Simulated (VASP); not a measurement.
# Ta (Im-3m) in VASP: settings compared

Ta is run at these levels: BLYP, LDA, PBE-based screened hybrid with 25 % exact exchange+U; tasks: single point.

Everything below comes from runs of VASP 6.6.1. Logs are shortened: lines on timing, memory, paths and dates and some standing lists are left out, and cuts for length are marked.

## 1. The cell of the first run

Symmetry: Im-3m, No. 229, cubic system. Conventional cell: a = 3.303 Å, b = 3.303 Å, c = 3.303 Å, α = 90.00°, β = 90.00°, γ = 90.00°. Ta (site symmetry m-3m) has 14 Ta at 2.86 to 3.30 Å within 3.8 Å.

## 2. Single point, BLYP, non-collinear spin, zero start, spin-orbit coupling

INCAR

```
  AGGAC = 1.0
  AGGAX = 1.0
  ALDAC = 0.0
  ALDAX = 1.0
  ALGO = Normal
  EDIFF = 1E-6
  ENCUT = 500
  GGA = B5
  GGA_COMPAT = F
  ISIF = 2
  ISMEAR = -1
  LASPH = T
  LCHARG = T
  LMAXMIX = 4
  LNONCOLLINEAR = T
  LORBIT = 11
  LORBMOM = T
  LREAL = F
  LSORBIT = T
  LVHAR = T
  LWAVE = F
  MAGMOM = 0 0 0
  NBANDS = 24
  NELM = 200
  PREC = Accurate
  SIGMA = 0.1
```

KPOINTS

```
k-points
0
Gamma
  11 11 11
```

POSCAR

```
Ta
1.0
   -1.6512800000      1.6512800000      1.6512800000
    1.6512800000     -1.6512800000      1.6512800000
    1.6512800000      1.6512800000     -1.6512800000
Ta
1
Direct
    0.0000000000      0.0000000000      0.0000000000
```

Potentials or basis: VASP PAW PBE potentials, release 64 (Ta_sv_GW).

Command:

```sh
$ cat potpaw_PBE.64/Ta_sv_GW/POTCAR > POTCAR
$ mpirun -np 1 vasp_ncl > vasp.out
```

OUTCAR:

```text
EDIFF = 1E-6
   ENCUT = 500
   GGA = B5
   ISIF = 2
   ISMEAR = -1
   LASPH = T
   LNONCOLLINEAR = T
   LORBIT = 11
   LREAL = F
   LSORBIT = T
   NELM = 200
   PREC = Accurate

 ion  position               nearest neighbor table
   1  0.000  0.000  0.000-

  LATTYP: Found a body centered cubic cell.
 ALAT       =     3.3025600000

  Lattice vectors:

 A1 = (  -1.6512800000,   1.6512800000,   1.6512800000)
 A2 = (   1.6512800000,  -1.6512800000,   1.6512800000)
 A3 = (   1.6512800000,   1.6512800000,  -1.6512800000)

Analysis of symmetry for initial positions (statically):
=====================================================================
 Subroutine PRICEL returns:
 Original cell was already a primitive cell.

 Routine SETGRP: Setting up the symmetry group for a
 body centered cubic supercell.

 Subroutine GETGRP returns: Found 48 space group operations
 (whereof 48 operations were pure point group operations)
 out of a pool of 48 trial point group operations.

The static configuration has the point symmetry O_h .

Analysis of symmetry for dynamics (positions and initial velocities):
=====================================================================
 Subroutine PRICEL returns:
 Original cell was already a primitive cell.

 Routine SETGRP: Setting up the symmetry group for a
 body centered cubic supercell.

 Subroutine GETGRP returns: Found 48 space group operations
 (whereof 48 operations were pure point group operations)
 out of a pool of 48 trial point group operations.

The dynamic configuration has the point symmetry O_h .

Analysis of structural, dynamic, and magnetic symmetry:
=====================================================================
 Subroutine PRICEL returns:
 Original cell was already a primitive cell.

 Routine SETGRP: Setting up the symmetry group for a
 body centered cubic supercell.

 Subroutine GETGRP returns: Found 48 space group operations
 (whereof 48 operations were pure point group operations)
 out of a pool of 48 trial point group operations.

The overall configuration has the point symmetry O_h .

 Subroutine INISYM returns: Found 48 space group operations
 (whereof 48 operations are pure point group operations),
 and found     1 'primitive' translations

----------------------------------------------------------------------------------------

                                     Primitive cell

  volume of cell :      18.0104

  direct lattice vectors                    reciprocal lattice vectors
    -1.651280000  1.651280000  1.651280000     0.000000000  0.302795407  0.302795407
     1.651280000 -1.651280000  1.651280000     0.302795407  0.000000000  0.302795407
     1.651280000  1.651280000 -1.651280000     0.302795407  0.302795407  0.000000000

  length of vectors
     2.860100858  2.860100858  2.860100858     0.428217371  0.428217371  0.428217371

  position of ions in fractional coordinates (direct lattice)
     0.000000000  0.000000000  0.000000000

  ion indices of the primitive-cell ions
   primitive index   ion index
                 1           1

----------------------------------------------------------------------------------------

 KPOINTS: k-points

Automatic generation of k-mesh.
 Grid dimensions read from file:
 generate k-points for:   11   11   11

 Generating k-lattice:

  Cartesian coordinates                     Fractional coordinates (reciprocal lattice)
     0.000000000  0.027526855  0.027526855     0.090909091  0.000000000  0.000000000
     0.027526855  0.000000000  0.027526855     0.000000000  0.090909091  0.000000000
     0.027526855  0.027526855  0.000000000     0.000000000  0.000000000  0.090909091

  Length of vectors
     0.038928852  0.038928852  0.038928852

  Shift w.r.t. Gamma in fractional coordinates (k-lattice)
     0.000000000  0.000000000  0.000000000
[... 51 lines left out ...]
   EDIFF  = 0.1E-05   stopping-criterion for ELM
   LREAL  =      F    real-space projection
   EDIFFG = 0.1E-04   stopping-criterion for IOM
   NSW    =      0    number of steps for IOM
   IBRION =     -1    ionic relax: 0-MD 1-quasi-New 2-CG
   NFREE  =      0    steps in history (QN), initial steepest desc. (CG)
   ISIF   =      2    stress and relaxation
   ISYM   =      2    0-nonsym 1-usesym 2-fastsym
   POTIM  = 0.5000    time-step for ionic-motion
   TEBEG  =    0.0;   TEEND  =   0.0 temperature during run
   PSTRESS=    0.0 pullay stress
   NELECT =      13.0000    total number of electrons
   NUPDOWN=      -1.0000    fix difference up-down
   EMIN   =  10.00;   EMAX   =-10.00  energy-range for DOS
   EFERMI =   0.00;   METHOD = LEGACY
   ISMEAR =    -1;   SIGMA  =   0.10  broadening in eV -4-tet -1-fermi 0-gaus
   EFERMI_NEDOS =   21; number of points for ismear=-14 and -15
   IALGO  =     38    algorithm
   IMIX   =      4    mixing-type and parameters
     AMIX     =   0.40;   BMIX     =  1.00
     AMIX_MAG =   1.60;   BMIX_MAG =  1.00
  volume/ion in A,a.u.               =      18.01       121.54
  Fermi-wavevector in a.u.,A,eV,Ry     =   1.468527  2.775113 29.341932  2.156571
  Thomas-Fermi vector in A             =   2.584014
   LORBIT       =     11    0 simple, 1 ext, 2 COOP (PROOUT), +10 PAW based schemes
   GGA     = B5    functional components
   LHFCALC =     F    Hartree Fock is set to
   AEXX    =    0.0000 exact exchange contribution
   IVDW    =     0    specifies the selected vdW correction
   LEPSILON=     F    determine dielectric tensor
   LRPA    =     F    only Hartree local field effects (RPA)
  energy-cutoff  :      500.00
  volume of cell :       18.01
 maximum number of plane-waves:       940
 NGX is ok and might be reduce to    24
   NGX = 11   NGY = 11   NGZ = 11

 number of electron      12.9999998 magnetization       0.0000000      0.0000000      0.0000000

 number of electron      12.9999998 magnetization      -0.0000000     -0.0000000     -0.0000000

 number of electron      12.9999998 magnetization      -0.0000000      0.0000000      0.0000000

 Free energy of the ion-electron system (eV)
  ---------------------------------------------------
  ext. energy  EPLUGINS =         0.00000000
  ---------------------------------------------------
  free energy    TOTEN  =       -14.21128061 eV

  energy without entropy =      -14.16816181  energy(sigma->0) =      -14.18972121

 E-fermi :  11.0678     XC(G=0): -12.4145

 val. band max:       11.0640342410   @ k =  -0.4545  -0.4545   0.0909
 cond. band min:      11.0967471006   @ k =  -0.1818   0.2727   0.0909
 fundamental gap:      0.0327128596
 Fermi energy:        11.0678498329

 k-point     1 :       0.0000    0.0000    0.0000
  band No.  band energies     occupation
      1     -55.7805      1.00000
      2     -55.7805      1.00000
      3     -27.5548      1.00000
      4     -27.5548      1.00000
      5     -19.4150      1.00000
      6     -19.4150      1.00000
[... 637 lines left out ...]
     23      24.4381      0.00000
     24      24.4381      0.00000

 [... further k-points ...]

------------------------ aborting loop because EDIFF is reached ----------------------------------------

  FORCE on cell =-STRESS in cart. coord.  units (eV):
  Direction    XX          YY          ZZ          XY          YZ          ZX
  --------------------------------------------------------------------------------------
  -------------------------------------------------------------------------------------
  Total        0.9612465      0.9612465      0.9612465      0.0000000     -0.0000000      0.0000000
  in kB       85.5112409     85.5112409     85.5112409      0.0000000     -0.0000000      0.0000000
  external PRESSURE =      85.5112409 kB  Pullay stress =       0.0000000 kB

 VOLUME and BASIS-vectors are now :
 -----------------------------------------------------------------------------
  energy-cutoff  :      500.00
  volume of cell :       18.01
      direct lattice vectors                 reciprocal lattice vectors
    -1.651280000  1.651280000  1.651280000     0.000000000  0.302795407  0.302795407
     1.651280000 -1.651280000  1.651280000     0.302795407  0.000000000  0.302795407
     1.651280000  1.651280000 -1.651280000     0.302795407  0.302795407  0.000000000

 POSITION                                       TOTAL-FORCE (eV/Angst)
 -----------------------------------------------------------------------------------
      0.00000      0.00000      0.00000         0.000000      0.000000      0.000000
 -----------------------------------------------------------------------------------
    total drift:                                0.000000     -0.000000     -0.000000

  FREE ENERGIE OF THE ION-ELECTRON SYSTEM (eV)
  ---------------------------------------------------
  free  energy   TOTEN  =       -14.2112806067 eV

  energy  without entropy=      -14.1681618086  energy(sigma->0) =      -14.18972121

 orbital moment (x)

 # of ion     p       d       f       tot
 ------------------------------------------------
  1        -0.000  -0.000   0.000  -0.000
 ------------------------------------------------
           -0.000  -0.000   0.000  -0.000

 orbital moment (y)

 # of ion     p       d       f       tot
 ------------------------------------------------
  1        -0.000   0.000  -0.000   0.000
 ------------------------------------------------
           -0.000   0.000  -0.000   0.000

 orbital moment (z)

 # of ion     p       d       f       tot
 ------------------------------------------------
  1         0.000  -0.000   0.000  -0.000
 ------------------------------------------------
            0.000  -0.000   0.000  -0.000

 Spin-Orbit-Coupling matrix elements

 Ion:    1  E_soc:     -2.8573260
 l=   1
     0.0000000    -0.4531986    -0.4531986
    -0.4531986     0.0000000    -0.4531986
    -0.4531986    -0.4531986     0.0000000
 l=   2
     0.0000000    -0.0058922     0.0000000    -0.0058922    -0.0171713
    -0.0058922     0.0000000    -0.0128785    -0.0058922    -0.0042928
     0.0000000    -0.0128785     0.0000000    -0.0128785     0.0000000
    -0.0058922    -0.0058922    -0.0128785     0.0000000    -0.0042928
    -0.0171713    -0.0042928     0.0000000    -0.0042928     0.0000000
 l=   3
     0.0000000     0.0000074     0.0000000     0.0000000     0.0000000     0.0000078     0.0000152
     0.0000074     0.0000000     0.0000124     0.0000000     0.0000124     0.0000198     0.0000074
     0.0000000     0.0000124     0.0000000     0.0000141     0.0000061    -0.0000006     0.0000000
     0.0000000     0.0000000     0.0000141     0.0000000     0.0000141     0.0000000     0.0000000
     0.0000000     0.0000124     0.0000061     0.0000141     0.0000000    -0.0000006     0.0000000
     0.0000078     0.0000198    -0.0000006     0.0000000    -0.0000006     0.0000000     0.0000078
     0.0000152     0.0000074     0.0000000     0.0000000     0.0000000     0.0000078     0.0000000

 total charge

# of ion       s       p       d       f       tot
--------------------------------------------------
    1        4.159   5.999   2.442   0.028  12.628

 magnetization (x)

# of ion       s       p       d       f       tot
--------------------------------------------------
    1        0.000   0.000  -0.000   0.000   0.000

 magnetization (y)

# of ion       s       p       d       f       tot
--------------------------------------------------
    1        0.000   0.000   0.000   0.000   0.000

 magnetization (z)

# of ion       s       p       d       f       tot
--------------------------------------------------
    1        0.000  -0.000   0.000  -0.000   0.000
```

Run time: 77 s. Hardware: 1 thread of Intel Xeon Platinum 8259CL at 2.50GHz (Skylake/Cascade Lake), shared host; peak memory 0.22 GiB.

What came out:

```yaml
Free_energy: -14.2113 eV
Pressure: 8.6 GPa
Net_moment: 0.00 μB per cell
Valence_electrons_inside_the_program's_atomic_spheres: Ta 12.63
```

Moments on the atoms (μB; x, y, z):
```
Ta  0.00 0.00 0.00
```

Caveat: the cell stands under pressure; the PAW data sets were made with another functional, which shifts forces and pressure a little.

(Part 1 of 2 ends here.)
